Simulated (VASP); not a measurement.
Cd3Pd, 4 atoms in the cell. Symmetry: Pm-3m, No. 221, cubic system. Conventional cell: a = 4.208 Å, b = 4.208 Å, c = 4.208 Å, α = 90.00°, β = 90.00°, γ = 90.00°. Cd (site symmetry 4/mmm) has 8 Cd at 2.98 Å and 4 Pd at 2.98 Å within 3.9 Å. Pd (site symmetry m-3m) has 12 Cd at 2.98 Å within 3.9 Å. 

| Item | Value |
| --- | --- |
| Program | VASP 6.6.1 |
| Task | single point |
| Functional | r2SCAN |
| Potentials or basis | VASP PAW PBE potentials, release 64 (Cd, Pd) |
| Cutoff | 550 eV |
| k mesh | 7 × 7 × 7 |
| Occupations | fermi-dirac, width 0.01 eV |
| Spin | no spin polarisation |
| Dipole correction | no |
| Further INCAR settings | ALGO = Normal; EDIFF = 1e-06; NBANDS = 31 |

Potentials or basis: VASP PAW PBE potentials, release 64 (Cd, Pd).

Command:

```sh
$ cat potpaw_PBE.64/Cd/POTCAR potpaw_PBE.64/Pd/POTCAR > POTCAR
$ cp INCAR.step1 INCAR
$ mpirun -np 1 vasp_std > vasp.out
$ cp INCAR.step2 INCAR
$ mpirun -np 1 vasp_std > vasp.out
```

Hardware: 1 thread of Intel(R) Xeon(R) Platinum 8375C CPU @ 2.90GHz (Ice Lake) (shared host).

Question: Estimate the wall time of this run.

Answer: Run time: 92 s on 1 thread of Intel(R) Xeon(R) Platinum 8375C CPU @ 2.90GHz (Ice Lake), with other jobs on the host, peak memory 0.21 GiB. Counts: k points 20.
